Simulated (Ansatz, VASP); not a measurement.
## Two plane-wave programs on Na3LaN2

```
Na La N
1.0
     4.44483    0.00000    0.00000
     0.00000    4.44483    0.00000
     0.00000    0.00000    6.01356
Na La N
3 1 2
Direct
  0.50000 0.00000 0.55574
  0.00000 0.50000 0.44426
  0.50000 0.50000 0.00000
  0.00000 0.00000 0.00000
  0.50000 0.00000 0.17476
  0.00000 0.50000 0.82524
```

Change from the starting cell: species swapped into the Ti2CuSb3 type (P-4m2, No. 115).

Alike in both runs: task relaxation of cell and atoms; functional PBE; k mesh 8 × 8 × 6; occupations gaussian, width 0.1 eV; no spin polarisation.

```csv
,VASP,Ansatz
version,VASP 6.6.1,Ansatz 0.2.0
potentials or method,"VASP PAW PBE potentials, release 64 (Na_pv, La, N), cutoff 600 eV","scalar-relativistic, plane waves, PAW"
valence electrons in the cell,42,48
```

```tsv
	VASP	Ansatz	Ansatz less VASP
relaxed volume (Å³/atom)	19.84	19.86	+0.023
relaxed cell length with the largest relative difference (Å)	4.457	4.460	+0.0033
```

VASP's potentials hold 42 valence electrons a cell and Ansatz's 48, so a difference there can come from the potentials and not from the codes.

Spin-orbit coupling is off throughout.
